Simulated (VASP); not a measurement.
Here is a VASP 6.6.1 calculation.

The input INCAR:

```
SYSTEM = TiTe2
PREC = Accurate
ENCUT = 450
EDIFF = 1E-7
ISMEAR = -1
SIGMA = 0.05
LREAL = .FALSE.
LASPH = .TRUE.
NELM = 120
ALGO = Normal
ISIF = 2
LWAVE = .FALSE.
LCHARG = .FALSE.
GGA = PE
IBRION = 2
NSW = 80
EDIFFG = -0.02
GGA_COMPAT = .FALSE.
NELMIN = 4
```

The input KPOINTS:

```
regular mesh
0
G
  10 10 5
  0 0 0
```

File POSCAR:

```
TiTe2
1.0
    3.7770000000      0.0000000000      0.0000000000
   -1.8885000000      3.2709779501      0.0000000000
    0.0000000000      0.0000000000      6.4980000000
Ti Te
1 2
Direct
    0.0000000000      0.0000000000      0.0000000000
    0.6666666667      0.3333333333      0.2628000000
    0.3333333333      0.6666666667      0.7372000000
```

Potentials or basis: VASP PAW PBE potentials, release 64 (Ti_sv, Te).

The run is started by

```sh
$ cat potpaw_PBE.64/Ti_sv/POTCAR potpaw_PBE.64/Te/POTCAR > POTCAR
$ mpirun -np 1 vasp_std > vasp.out
```

What does it give for the energy gained by relaxing?

0.0 meV/atom.

Predict the band gap on the k mesh.

zero (bands 12 and 13 overlap by 0.61 eV).

Stress tensor (GPa, compression positive):
```
0.44 0.00 0.00
0.00 0.44 0.00
0.00 0.00 1.22
```

Caveat: spin-orbit coupling is left out, which moves the levels of the heavy elements; this functional lacks dispersion, which binds the layers, so the pressure and a relaxed spacing across them are unreliable.
